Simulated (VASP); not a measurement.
Set up this calculation in VASP 6.6.1, as the native input.

* Task: single point
* Functional: PBEsol
* Potentials or basis: VASP PAW PBE potentials, release 64 (Sn_d, Se)
* Cutoff: 520 eV
* k mesh: 12 × 12 × 12
* Occupations: fermi-dirac, width 0.08 eV
* Spin: no spin polarisation
* Dipole correction: no
* Further INCAR settings: ALGO = Normal; EDIFF = 1e-07; NBANDS = 17

The structure of SnSe (zincblende type) lies in POSCAR:

```
SnSe
1.0
    0.0000000000      3.1869872263      3.1869872263
    3.1869872263      0.0000000000      3.1869872263
    3.1869872263      3.1869872263      0.0000000000
Sn Se
1 1
Direct
    0.0000000000      0.0000000000      0.0000000000
    0.2500000000      0.2500000000      0.2500000000
```

This cell differs from its parent crystal: volume scaled by 0.88.

One way to write it, as run:

INCAR

```
PREC = Accurate
ENCUT = 520
EDIFF = 1E-7
ISMEAR = -1
SIGMA = 0.08
LREAL = F
LASPH = T
NELM = 100
ALGO = Normal
ISIF = 2
LWAVE = F
LCHARG = T
GGA = PS
LELF = T
LVHAR = T
NBANDS = 17
```

KPOINTS

```
regular mesh
0
Gamma
  12 12 12
```

Potentials or basis: VASP PAW PBE potentials, release 64 (Sn_d, Se).

The run is started by

```bash
$ cat potpaw_PBE.64/Sn_d/POTCAR potpaw_PBE.64/Se/POTCAR > POTCAR
$ mpirun -np 1 vasp_std > vasp.out
```

Results of the run:

```yaml
Pressure: 5.1 GPa
Band_gap_on_the_k_mesh: zero (band 10 reaches 4.61 eV, above the bottom of band 11 at 3.88 eV)
```

Caveat: the PAW data sets were made with another functional, which shifts forces and pressure a little; spin-orbit coupling is left out, which moves the levels of the heavy elements.

Wall time 83 s on 1 thread of Intel Xeon 6975P-C, with other jobs on the host, peak memory 0.26 GiB.
